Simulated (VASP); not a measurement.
A run of VASP 6.6.1:

INCAR

```
SYSTEM = Ti3Al
PREC = Accurate
ENCUT = 550
EDIFF = 1E-6
ISMEAR = 0
SIGMA = 0.15
LREAL = .FALSE.
LASPH = .TRUE.
NELM = 300
ALGO = All
ISIF = 2
LWAVE = .FALSE.
LCHARG = .TRUE.
GGA = PS
LVHAR = .TRUE.
NBANDS = 28
GGA_COMPAT = .FALSE.
ISEARCH = 1
KPAR = 4
```

The input KPOINTS:

```
Automatic mesh
0
G
  15 15 6
  0 0 0
```

POSCAR

```
Ti3Al
1.0
    2.9488768782      0.0000000000      0.0000000000
   -1.4744384391      2.5538022892      0.0000000000
    0.0000000000      0.0000000000      8.8103594491
Ti Al
3 1
Direct
    0.6666666667      0.3333333333      0.0000000000
    0.3333333333      0.6666666667      0.7566446634
    0.3333333333      0.6666666667      0.2433553366
    0.6666666667      0.3333333333      0.5000000000
```

Potentials or basis: VASP PAW PBE potentials, release 64 (Ti_sv, Al).

Run with:

```sh
$ cat potpaw_PBE.64/Ti_sv/POTCAR potpaw_PBE.64/Al/POTCAR > POTCAR
$ mpirun -np 4 vasp_std > vasp.out
```

Hardware: 4 MPI ranks on AMD EPYC 7R43 64-Core Processor (Zen 3) (shared host).

**Question.** How long does it take, and how much memory?

**Answer.** Wall time 90 s on 4 MPI ranks on AMD EPYC 7R43 64-Core Processor (Zen 3), with other jobs on the host, peak memory 0.46 GiB a rank. Counts: scf iterations 29, k points 108.
